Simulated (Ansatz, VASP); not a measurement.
# Si4GePt: VASP beside Ansatz

INCAR

```
PREC = Accurate
ENCUT = 520
EDIFF = 1E-6
ISMEAR = 0
SIGMA = 0.1
LREAL = F
LASPH = T
NELM = 80
ALGO = Normal
ISIF = 2
LWAVE = F
LCHARG = F
GGA = PE
NBANDS = 29
```

The input KPOINTS:

```
regular mesh
0
Gamma
  4 4 4
```

Contents of POSCAR:

```
Si4GePt
1.0
    2.6087211200     -4.1876274000      0.0000000000
    2.6087211200      4.1876274000      0.0000000000
    0.0000000000      0.0000000000      4.1537170500
Si Ge Pt
4 1 1
Direct
    0.3380584700      0.6619415300      0.0000000000
    0.6619415300      0.3380584700      0.0000000000
    0.5000000000      0.0000000000      0.5000000000
    0.0000000000      0.5000000000      0.5000000000
    0.0000000000      0.0000000000      0.0000000000
    0.5000000000      0.5000000000      0.5000000000
```

Input for Ansatz:

```yaml
crystal:
  lattice:
    - [2.60872112, -4.1876274, 0.0]
    - [2.60872112, 4.1876274, 0.0]
    - [0.0, 0.0, 4.15371705]
  atoms:
    - { symbol: Si, position: [0.33805847, 0.66194153, 0.0] }
    - { symbol: Si, position: [0.66194153, 0.33805847, 0.0] }
    - { symbol: Si, position: [0.5, 0.0, 0.5] }
    - { symbol: Si, position: [0.0, 0.5, 0.5] }
    - { symbol: Ge, position: [0.0, 0.0, 0.0] }
    - { symbol: Pt, position: [0.5, 0.5, 0.5] }
basis:
  ecutwfc: 420
kpoints:
  mp_grid: { grid: [4, 4, 4] }
hamiltonian:
  xc: pbe
scf:
  occupations: { method: gaussian, width: 0.1 }
  lower_state_search: "off"
output:
  forces: true
  stress: true
  eigenvalues: true
```

Change from the starting cell: species swapped into the CeSiNi4 type (Cmmm, No. 65).

Alike in both runs: task single point; functional PBE; k mesh 4 × 4 × 4; occupations gaussian, width 0.1 eV; no spin polarisation.

|  | VASP | Ansatz |
| --- | --- | --- |
| version | VASP 6.6.1 | Ansatz 0.2.0 |
| potentials or method | VASP PAW PBE potentials, release 64 (Si, Ge_d, Pt), cutoff 520 eV | scalar-relativistic, plane waves, PAW |
| valence electrons in the cell | 40 | 48 |

```tsv
	VASP	Ansatz	Ansatz less VASP
gap on the k mesh at the Fermi level (eV)	none	none	-
pressure (GPa)	15.6	15.7	+0.07
traceless stress, the component that is largest in VASP (GPa)	3.94	3.93	-0.009
rms of the force components (eV/Å)	0.307	0.309	+0.0020
```

Atom by atom the forces differ by 0.002 eV/Å (rms over components). A gap of «none» marks a metal or a gap that the smearing closes. The functional is the same, so the differences come from potentials, cutoffs and numerics. VASP's potentials hold 40 valence electrons a cell and Ansatz's 48, so a difference there can come from the potentials and not from the codes.

The k mesh is coarse, so the values compare programs but aren't converged. Neither program's run includes spin-orbit coupling.
